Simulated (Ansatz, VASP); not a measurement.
# TiAl3 in VASP and in Ansatz

```
CELL_PARAMETERS angstrom
-1.93022 1.93022 4.28067
1.93022 -1.93022 4.28067
1.93022 1.93022 -4.28067
ATOMIC_POSITIONS crystal
Ti 0.00000 0.00000 0.00000
Al 0.25000 0.75000 0.50000
Al 0.75000 0.25000 0.50000
Al 0.50000 0.50000 0.00000
```

Alike in both runs: functional PBE; k mesh 8 × 8 × 8; occupations fermi-dirac, width 0.05 eV; no spin polarisation.

|  | VASP | Ansatz |
| --- | --- | --- |
| version | VASP 6.6.1 | Ansatz 0.2.0 |
| potentials or method | VASP PAW PBE potentials, release 64 (Ti_sv, Al) | Ansatz PAW |
| plane-wave cutoff (eV) | 520 | 420 |
| valence electrons in the cell | 21 | 21 |
| task | single point | band structure |

|  | VASP | Ansatz | Ansatz less VASP |
| --- | --- | --- | --- |
| gap on the k mesh at the Fermi level (eV) | none | none | - |
| pressure (GPa) | -0.2 | -0.1 | +0.10 |
| traceless stress, the component that is largest in VASP (GPa) | 1.22 | 1.22 | +0.007 |

A gap of «none» marks a metal or a gap that the smearing closes.
